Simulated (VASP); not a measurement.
Here is a VASP 6.6.1 calculation.

The input INCAR:

```
SYSTEM = W
AGGAC = 1.0 ; AGGAX = 1.0
ALDAC = 0.0 ; ALDAX = 1.0
ALGO = Normal ; EDIFF = 1E-6
ENCUT = 520 ; GGA = B5
ISIF = 2 ; ISMEAR = -1
LASPH = .TRUE. ; LCHARG = .FALSE.
LREAL = .FALSE. ; LWAVE = .FALSE.
NBANDS = 28 ; NELM = 80
PREC = Accurate ; SIGMA = 0.1
```

KPOINTS

```
k-points
0
G
  8 8 11
  0 0 0
```

The input POSCAR:

```
W
1.0
    4.7480039588      0.0000000000      0.0000000000
   -2.3740019794      4.1118920456      0.0000000000
    0.0000000000      0.0000000000      2.6355339881
W
3
Direct
    1.0000000000      0.0000000000      0.0000000000
    0.3333333333      0.6666666667      0.5000000000
    0.6666666667      0.3333333333      0.5000000000
```

Potentials or basis: VASP PAW PBE potentials, release 64 (W_sv).

The run is started by

```console
$ cat potpaw_PBE.64/W_sv/POTCAR > POTCAR
$ mpirun -np 1 vasp_std > vasp.out
```

Predict the band gap on the k mesh.

zero (bands 21 and 22 overlap by 0.84 eV).

What does it give for the pressure?

1.5 GPa.

Stress tensor (GPa, compression positive):
```
1.28 0.00 0.00
0.00 1.28 0.00
0.00 0.00 1.81
```

Caveat: the PAW data sets were made with another functional, which shifts forces and pressure a little; spin-orbit coupling is left out, which moves the levels of the heavy elements.
